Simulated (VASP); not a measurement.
Input of a VASP 6.6.1 run:

The input INCAR:

```
PREC     = Accurate       # precision mode
ENCUT    = 520            # plane-wave cutoff, eV
EDIFF    = 1E-7           # SCF threshold, eV
ISMEAR   = 0              # smearing method
SIGMA    = 0.1            # smearing width, eV
LREAL    = F              # projectors in reciprocal space
LASPH    = T              # aspherical terms in the spheres
NELM     = 80             # most SCF steps
ALGO     = Normal         # electronic algorithm
ISIF     = 2              # what is computed and relaxed
LWAVE    = F              # write WAVECAR
LCHARG   = F              # write CHGCAR
GGA      = PE             # functional
IVDW     = 12             # dispersion correction
NBANDS   = 36             # bands
```

File KPOINTS:

```
regular mesh
0
Gamma
  8 8 8
```

File POSCAR:

```
CoSi
1.0
    4.3812163806      0.0000000000      0.0000000000
    0.0000000000      4.3812163806      0.0000000000
    0.0000000000      0.0000000000      4.3812163806
Co Si
4 4
Direct
    0.1460998389      0.1460998389      0.1460998389
    0.3539001611      0.8539001611      0.6460998389
    0.6460998389      0.3539001611      0.8539001611
    0.8539001611      0.6460998389      0.3539001611
    0.8436334741      0.8436334741      0.8436334741
    0.6563665259      0.1563665259      0.3436334741
    0.3436334741      0.6563665259      0.1563665259
    0.1563665259      0.3436334741      0.6563665259
```

Potentials or basis: VASP PAW PBE potentials, release 64 (Co, Si).

Run with:

```bash
$ cat potpaw_PBE.64/Co/POTCAR potpaw_PBE.64/Si/POTCAR > POTCAR
$ mpirun -np 1 vasp_std > vasp.out
```

Predict the pressure.

-0.1 GPa.

Estimate the band gap on the k mesh.

zero (bands 26 and 27 overlap by 0.22 eV).

Predict the dispersion energy per atom.

-0.509 eV.

Spin polarisation is off, so any magnetic state and its effect on volume and gap are missing.
